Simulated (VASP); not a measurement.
# SnTe (Fm-3m) in VASP: notebook

The runs below take SnTe through relaxation of cell and atoms, single point, with HSE06.

All numbers are computed with VASP 6.6.1; they aren't measurements. Logs are shortened: lines on timing, memory, paths and dates and some standing lists are left out, and cuts for length are marked.

## Step 1: The cell of the first run

Symmetry: Fm-3m, No. 225, cubic system. Conventional cell: a = 6.379 Å, b = 6.379 Å, c = 6.379 Å, α = 90.00°, β = 90.00°, γ = 90.00°. Within 4.2 Å of Sn (site symmetry m-3m) lie 6 Te at 3.19 Å. Within 4.2 Å of Te (site symmetry m-3m) lie 6 Sn at 3.19 Å.

## Step 2: Relaxation of cell and atoms, HSE06

File POSCAR:

```
SnTe
1.0
    0.0000000000      3.1893303349      3.1893303349
    3.1893303349      0.0000000000      3.1893303349
    3.1893303349      3.1893303349      0.0000000000
Sn Te
1 1
Direct
    0.0000000000      0.0000000000      0.0000000000
    0.5000000000      0.5000000000      0.5000000000
```

File INCAR.step1:

```
PREC = Accurate
ENCUT = 600
EDIFF = 1E-5
ISMEAR = -1
SIGMA = 0.02
LREAL = False
LASPH = True
NELM = 60
ALGO = Normal
LWAVE = True
LCHARG = False
GGA = PE
NBANDS = 17
```

File INCAR.step2:

```
PREC = Accurate
ENCUT = 600
EDIFF = 1E-6
ISMEAR = -1
SIGMA = 0.02
LREAL = False
LASPH = True
NELM = 60
ALGO = Normal
ISIF = 3
LWAVE = False
LCHARG = False
GGA = PE
LHFCALC = True
HFSCREEN = 0.2079
PRECFOCK = Normal
IBRION = 2
NSW = 80
EDIFFG = -0.005
ISTART = 1
```

File KPOINTS:

```
Automatic mesh
0
Gamma
  4 4 4
```

Potentials or basis: VASP PAW PBE potentials, release 64 (Sn_d, Te).

The run is started by

```sh
> cat potpaw_PBE.64/Sn_d/POTCAR potpaw_PBE.64/Te/POTCAR > POTCAR
> cp INCAR.step1 INCAR
> mpirun -np 1 vasp_std > vasp.out
> cp INCAR.step2 INCAR
> mpirun -np 1 vasp_std > vasp.out
```

OUTCAR:

```text
PREC = Accurate
   ENCUT = 600
   EDIFF = 1E-6
   ISMEAR = -1
   LREAL = False
   LASPH = True
   NELM = 60
   ISIF = 3
   GGA = PE
   LHFCALC = True
   HFSCREEN = 0.2079
   PRECFOCK = Normal
   IBRION = 2
   NSW = 80
   EDIFFG = -0.005
   ISTART = 1

 ion  position               nearest neighbor table
   1  0.000  0.000  0.000-   2 3.19   2 3.19   2 3.19   2 3.19   2 3.19   2 3.19
   2  0.500  0.500  0.500-   1 3.19   1 3.19   1 3.19   1 3.19   1 3.19   1 3.19

  LATTYP: Found a face centered cubic cell.
 ALAT       =     6.3786606698

  Lattice vectors:

 A1 = (   0.0000000000,   3.1893303349,   3.1893303349)
 A2 = (   3.1893303349,   0.0000000000,   3.1893303349)
 A3 = (   3.1893303349,   3.1893303349,   0.0000000000)

Analysis of symmetry for initial positions (statically):
=====================================================================
 Subroutine PRICEL returns:
 Original cell was already a primitive cell.

 Routine SETGRP: Setting up the symmetry group for a
 face centered cubic supercell.

 Subroutine GETGRP returns: Found 48 space group operations
 (whereof 48 operations were pure point group operations)
 out of a pool of 48 trial point group operations.

The static configuration has the point symmetry O_h .

Analysis of symmetry for dynamics (positions and initial velocities):
=====================================================================
 Subroutine PRICEL returns:
 Original cell was already a primitive cell.

 Routine SETGRP: Setting up the symmetry group for a
 face centered cubic supercell.

 Subroutine GETGRP returns: Found 48 space group operations
 (whereof 48 operations were pure point group operations)
 out of a pool of 48 trial point group operations.

The dynamic configuration has the point symmetry O_h .

 Subroutine INISYM returns: Found 48 space group operations
 (whereof 48 operations are pure point group operations),
 and found     1 'primitive' translations

----------------------------------------------------------------------------------------

                                     Primitive cell

  volume of cell :      64.8826

  direct lattice vectors                    reciprocal lattice vectors
     0.000000000  3.189330335  3.189330335    -0.156772723  0.156772723  0.156772723
     3.189330335  0.000000000  3.189330335     0.156772723 -0.156772723  0.156772723
     3.189330335  3.189330335  0.000000000     0.156772723  0.156772723 -0.156772723

  length of vectors
     4.510394215  4.510394215  4.510394215     0.271538321  0.271538321  0.271538321

[... 66 lines left out ...]
   NSW    =     80    number of steps for IOM
   IBRION =      2    ionic relax: 0-MD 1-quasi-New 2-CG
   NFREE  =      1    steps in history (QN), initial steepest desc. (CG)
   ISIF   =      3    stress and relaxation
   ISYM   =      3    0-nonsym 1-usesym 2-fastsym
   POTIM  = 0.5000    time-step for ionic-motion
   TEBEG  =    0.0;   TEEND  =   0.0 temperature during run
   PSTRESS=    0.0 pullay stress
   NELECT =      20.0000    total number of electrons
   NUPDOWN=      -1.0000    fix difference up-down
   EMIN   =  10.00;   EMAX   =-10.00  energy-range for DOS
   EFERMI =   0.00;   METHOD = LEGACY
   ISMEAR =    -1;   SIGMA  =   0.02  broadening in eV -4-tet -1-fermi 0-gaus
   EFERMI_NEDOS =   21; number of points for ismear=-14 and -15
   IALGO  =     38    algorithm
   IMIX   =      1    mixing-type and parameters
     AMIX     =   0.40;   BMIX     =  1.00
     AMIX_MAG =   1.60;   BMIX_MAG =  1.00
  volume/ion in A,a.u.               =      32.44       218.92
  Fermi-wavevector in a.u.,A,eV,Ry     =   1.105882  2.089813 16.639575  1.222974
  Thomas-Fermi vector in A             =   2.242375
   LORBIT       =      0    0 simple, 1 ext, 2 COOP (PROOUT), +10 PAW based schemes
   GGA     = PE    functional components
   LHFCALC =     T    Hartree Fock is set to
   PRECFOCK=normal    Normal, Fast or Accurate (Low or Medium for compatibility)
   ENCUT4O =  -1.0   cutoff for four orbital integrals eV
   NKREDX  =     1    reduce k-point grid by
   NKREDY  =     1    reduce k-point grid by
   NKREDZ  =     1    reduce k-point grid by
   AEXX    =    0.2500 exact exchange contribution
   HFSCREEN=    0.2079 screening length (either q_TF or 0.3 A-1)
   HFSCREENC=   0.2079 screening length for correlation (either q_TF or 0.3 A-1)
   ENCUTFOCK=  -1.0 apply spherical cutoff to Coloumb kernel
   IVDW    =     0    specifies the selected vdW correction
   LEPSILON=     F    determine dielectric tensor
   LRPA    =     F    only Hartree local field effects (RPA)
 conjugate gradient relaxation of ions
 non-spin polarized calculation
  energy-cutoff  :      600.00
  volume of cell :       64.88
 maximum number of plane-waves:      2200
  NGX = 28; NGY = 28; NGZ = 28

--------------------------------------- Ionic step        1  -------------------------------------------

 number of electron      20.0000002 magnetization

 Free energy of the ion-electron system (eV)
  ---------------------------------------------------
  ext. energy  EPLUGINS =         0.00000000
  ---------------------------------------------------
  free energy    TOTEN  =        -9.02105727 eV

  energy without entropy =       -9.02089690  energy(sigma->0) =       -9.02097709

------------------------ aborting loop because EDIFF is reached ----------------------------------------

  FORCE on cell =-STRESS in cart. coord.  units (eV):
  Direction    XX          YY          ZZ          XY          YZ          ZX
  --------------------------------------------------------------------------------------
  -------------------------------------------------------------------------------------
  Total       -0.1971633     -0.1971633     -0.1971633      0.0000000      0.0000000      0.0000000
  in kB       -4.8686445     -4.8686445     -4.8686445      0.0000000      0.0000000      0.0000000
  external PRESSURE =      -4.8686445 kB  Pullay stress =       0.0000000 kB
[... 59 lines left out ...]
--------------------------------------- Ionic step        3  -------------------------------------------

 number of electron      20.0000001 magnetization

 Free energy of the ion-electron system (eV)
  ---------------------------------------------------
  ext. energy  EPLUGINS =         0.00000000
  ---------------------------------------------------
  free energy    TOTEN  =        -9.02221660 eV

  energy without entropy =       -9.02184365  energy(sigma->0) =       -9.02203013

 E-fermi :   6.6496     XC(G=0):  -7.8360

 val. band max:        6.5648125481   @ k =   0.5000   0.0000   0.0000
 cond. band min:       6.7343693427   @ k =   0.5000   0.0000   0.0000
 fundamental gap:      0.1695567945
 Fermi energy:         6.6495909452

 k-point     1 :       0.0000    0.0000    0.0000
  band No.  band energies     occupation
      1     -17.7667      2.00000
      2     -17.7667      2.00000
      3     -17.7560      2.00000
      4     -17.7560      2.00000
      5     -17.7560      2.00000
      6      -7.5191      2.00000
      7       1.3555      2.00000
      8       4.0746      2.00000
      9       4.0746      2.00000
     10       4.0746      2.00000
     11      10.3667      0.00000
     12      10.3667      0.00000
     13      10.3667      0.00000
     14      11.7421      0.00000
[... 146 lines left out ...]
  FREE ENERGIE OF THE ION-ELECTRON SYSTEM (eV)
  ---------------------------------------------------
  free  energy   TOTEN  =        -9.0222166020 eV

  energy  without entropy=       -9.0218436545  energy(sigma->0) =       -9.02203013

 reached required accuracy - stopping structural energy minimisation
```

OUTCAR.step1:

```text
PREC = Accurate
   ENCUT = 600
   EDIFF = 1E-5
   ISMEAR = -1
   LREAL = False
[... 361 lines left out ...]
      0.00000      0.00000      0.00000         0.000000      0.000000      0.000000
      3.18933      3.18933      3.18933         0.000000      0.000000     -0.000000
 -----------------------------------------------------------------------------------
    total drift:                               -0.000000      0.000000      0.000000

  FREE ENERGIE OF THE ION-ELECTRON SYSTEM (eV)
  ---------------------------------------------------
  free  energy   TOTEN  =        -7.5563267158 eV

  energy  without entropy=       -7.5529092623  energy(sigma->0) =       -7.55461799
```

Wall time 35 min (1 thread of Intel Xeon Platinum 8259CL at 2.50GHz (Skylake/Cascade Lake), shared host); peak memory 0.34 GiB.

Results:

```yaml
Free_energy: -9.0222 eV
Relaxed_volume: 32.07 Å³/atom
Relaxed_cell: a = 4.493 Å, b = 4.493 Å, c = 4.493 Å, α = 60.00°, β = 60.00°, γ = 60.00°
Space_group_after_relaxing_to_0.1_Å: Fm-3m (No. 225)
Energy_gained_by_relaxing: 0.6 meV/atom
Ionic_steps: 3
Pressure_after_relaxing: 0.0 GPa
Band_gap_on_the_k_mesh: 0.17 eV
```

Step by step:
| step | energy change (eV) | largest force (eV/Å) | pressure (GPa) | volume (Å³) |
| --- | --- | --- | --- | --- |
| 1 | 0.0000 | 0.0000 | -0.49 | 64.88 |
| 2 | -0.0011 | 0.0000 | 0.14 | 63.96 |
| 3 | -0.0012 | 0.0000 | -0.01 | 64.15 |

Final structure:
```cif
data_structure
_symmetry_space_group_name_H-M 'P 1'
_symmetry_Int_Tables_number 1
_cell_length_a 4.4932
_cell_length_b 4.4932
_cell_length_c 4.4932
_cell_angle_alpha 60.000
_cell_angle_beta 60.000
_cell_angle_gamma 60.000
_cell_volume 64.15
loop_
_atom_site_label
_atom_site_type_symbol
_atom_site_fract_x
_atom_site_fract_y
_atom_site_fract_z
_atom_site_occupancy
Sn1 Sn 0.00000 0.00000 0.00000 1
Te1 Te 0.50000 0.50000 0.50000 1
```

Caveat: the k points lie up to 0.43 Å⁻¹ apart in the final cell; the PAW data sets were made with another functional, which shifts forces and pressure a little; spin-orbit coupling is left out, which moves the levels of the heavy elements. A k mesh can miss the band edges.

## Step 3: Single point, HSE06

This run uses another cell than the first one, of 32.22 Å³/atom.

File POSCAR:

```
SnTe
1.0
    0.0000000000      3.1822081066      3.1822081066
    3.1822081066      0.0000000000      3.1822081066
    3.1822081066      3.1822081066      0.0000000000
Sn Te
1 1
Direct
    0.0000000000      0.0000000000      0.0000000000
    0.5000000000      0.5000000000      0.5000000000
```

File INCAR.step1:

```
  PREC = Accurate
  ENCUT = 520
  EDIFF = 1E-5
  ISMEAR = -1
  SIGMA = 0.02
  LREAL = False
  LASPH = True
  NELM = 80
  ALGO = Normal
  ISIF = 2
  LWAVE = True
  LCHARG = False
  GGA = PE
  NBANDS = 17
```

File INCAR.step2:

```
  PREC = Accurate
  ENCUT = 520
  EDIFF = 1E-6
  ISMEAR = -1
  SIGMA = 0.02
  LREAL = False
  LASPH = True
  NELM = 80
  ALGO = Normal
  ISIF = 2
  LWAVE = False
  LCHARG = False
  GGA = PE
  LHFCALC = True
  HFSCREEN = 0.2079
  PRECFOCK = Normal
  ISTART = 1
  NBANDS = 17
```

KPOINTS is that of step 2.

Potentials or basis: VASP PAW PBE potentials, release 64 (Sn_d, Te).

The run is started by

```sh
> cat potpaw_PBE.64/Sn_d/POTCAR potpaw_PBE.64/Te/POTCAR > POTCAR
> cp INCAR.step1 INCAR
> mpirun -np 1 vasp_std > vasp.out
> cp INCAR.step2 INCAR
> mpirun -np 1 vasp_std > vasp.out
```

Run time: 36 min. Hardware: 1 thread of AMD EPYC 7R43 (Zen 3), shared host; peak memory 0.28 GiB.

It converged, with:

| Quantity | Value |
| --- | --- |
| Free energy | -9.0217 eV |
| Pressure | -0.2 GPa |
| Band gap on the k mesh | 0.19 eV |

Levels at points of the mesh, in eV from the valence-band top:
| k point | band 8 | band 9 | band 10 | band 11 | band 12 | band 13 |
| --- | --- | --- | --- | --- | --- | --- |
| (0.00, 0.00, 0.00) | -2.46 | -2.46 | -2.46 | 3.80 | 3.80 | 3.80 |
| (0.50, 0.00, 0.00) | -2.13 | -2.13 | 0.00 | 0.19 | 0.59 | 0.59 |
| (0.50, 0.50, 0.00) | -6.15 | -4.16 | -4.16 | 2.52 | 5.43 | 5.43 |

Caveat: the k points lie up to 0.43 Å⁻¹ apart; the PAW data sets were made with another functional, which shifts forces and pressure a little; spin-orbit coupling is left out, which moves the levels of the heavy elements.
